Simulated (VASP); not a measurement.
**Te2Mo2Pt: relaxation of cell and atoms with PBE**

The system is Te2Mo2Pt.

```
Te Mo Pt
1.0
     7.85209    0.00000    0.00000
     0.00000    7.85209    0.00000
     0.00000    0.00000    3.89649
Te Mo Pt
4 4 2
Direct
  0.67886 0.17886 0.50000
  0.32114 0.82114 0.50000
  0.17886 0.32114 0.50000
  0.82114 0.67886 0.50000
  0.11772 0.61772 0.00000
  0.88228 0.38228 0.00000
  0.61772 0.88228 0.00000
  0.38228 0.11772 0.00000
  0.00000 0.00000 0.00000
  0.50000 0.50000 0.00000
```

```json
{"Program": "VASP 6.6.1", "Task": "relaxation of cell and atoms", "Functional": "PBE", "Potentials or basis": "VASP PAW PBE potentials, release 64 (Te, Mo_sv, Pt)", "Cutoff": "600 eV", "k mesh": "2 × 2 × 4", "Occupations": "gaussian, width 0.2 eV", "Spin": "no spin polarisation", "Dipole correction": "no", "Further INCAR settings": "ALGO = Fast; EDIFF = 1e-07; IBRION = 2; EDIFFG = -0.08; NSW = 36; ISIF = 3"}
```

```
Relaxed volume                         : 19.49 Å³/atom
Relaxed cell                           : a = 7.095 Å, b = 7.095 Å, c = 3.871 Å, α = 90.00°, β = 90.00°, γ = 90.00°
Space group after relaxing (to 0.05 Å) : P4/mbm (No. 127)
Energy gained by relaxing              : 394.2 meV/atom
Ionic steps                            : 12
Pressure after relaxing                : 0.2 GPa
Largest force after relaxing           : 0.064 eV/Å
Band gap on the k mesh                 : zero (band 50 reaches 10.81 eV, above the bottom of band 51 at 10.55 eV)
```

Forces on the atoms (eV/Å):
```
Te   0.045  0.045  0.000
Te  -0.045 -0.045  0.000
Te   0.045 -0.045  0.000
Te  -0.045  0.045  0.000
Mo  -0.024 -0.024  0.000
Mo   0.024  0.024  0.000
Mo  -0.024  0.024  0.000
Mo   0.024 -0.024  0.000
Pt   0.000  0.000  0.000
Pt   0.000  0.000  0.000
```

Stress tensor (GPa, compression positive):
```
-0.03  0.00  0.00
 0.00 -0.03  0.00
 0.00  0.00  0.63
```

The path:
| step | energy change (eV) | largest force (eV/Å) | pressure (GPa) | volume (Å³) |
| --- | --- | --- | --- | --- |
| 1 | 0.0000 | 1.0424 | -17.35 | 240.24 |
| 2 | 1.5591 | 5.8385 | 48.96 | 160.54 |
| 3 | -3.0840 | 1.4285 | -1.07 | 198.02 |
| 4 | -3.0915 | 1.5256 | -0.13 | 196.72 |
| 5 | -3.0921 | 1.5875 | 0.47 | 195.91 |
| 6 | -3.5876 | 0.8474 | 1.70 | 192.25 |
| 7 | -3.7417 | 0.7864 | 3.66 | 189.30 |
| 8 | -3.8232 | 0.4137 | -4.32 | 200.51 |
| 9 | -3.8723 | 0.4903 | -1.53 | 196.12 |
| 10 | -3.9365 | 0.0840 | -0.04 | 195.07 |
| 11 | -3.9365 | 0.0836 | -0.04 | 195.07 |
| 12 | -3.9421 | 0.0642 | 0.19 | 194.90 |

Final structure:
```
Te Mo Pt
1.0
     7.09516    0.00000    0.00000
     0.00000    7.09516    0.00000
     0.00000    0.00000    3.87148
Te Mo Pt
4 4 2
Direct
  0.66207 0.16207 0.50000
  0.33793 0.83793 0.50000
  0.16207 0.33793 0.50000
  0.83793 0.66207 0.50000
  0.12903 0.62903 0.00000
  0.87097 0.37097 0.00000
  0.62903 0.87097 0.00000
  0.37097 0.12903 0.00000
  0.00000 0.00000 0.00000
  0.50000 0.50000 0.00000
```

Levels at points of the mesh, in eV from the Fermi level:
```
           k point  band 46  band 47  band 48  band 49  band 50  band 51  band 52  band 53  band 54  band 55
(0.00, 0.00, 0.00)    -1.03    -0.84    -0.84    -0.38    -0.12    -0.12     0.12     0.22     0.22     0.61
(0.50, 0.00, 0.00)    -1.10    -0.51    -0.51    -0.14    -0.14     0.08     0.08     0.18     0.18     1.47
(0.50, 0.50, 0.00)    -1.06    -0.91    -0.91    -0.10    -0.10     0.36     0.36     0.64     0.64     0.94
(0.00, 0.00, 0.50)    -0.78    -0.78    -0.54    -0.54    -0.43    -0.28     0.13     0.61     0.61     1.53
(0.50, 0.00, 0.50)    -1.10    -0.50    -0.50    -0.21    -0.21     0.61     0.61     0.74     0.74     1.04
(0.50, 0.50, 0.50)    -0.63    -0.35    -0.35    -0.28    -0.28     0.64     0.64     0.90     0.90     1.11
```

Run time: 28 min on 1 thread of Intel(R) Xeon(R) Platinum 8488C (Sapphire Rapids), on a shared host, peak memory 0.46 GiB.

Caveat: the k points lie up to 0.44 Å⁻¹ apart in the final cell; the volume moved by over 15 % at a fixed basis, so the end points are rough; spin-orbit coupling is left out, which moves the levels of the heavy elements; the relaxation stopped at a loose force limit of 0.08 eV/Å, so its end isn't a converged minimum.
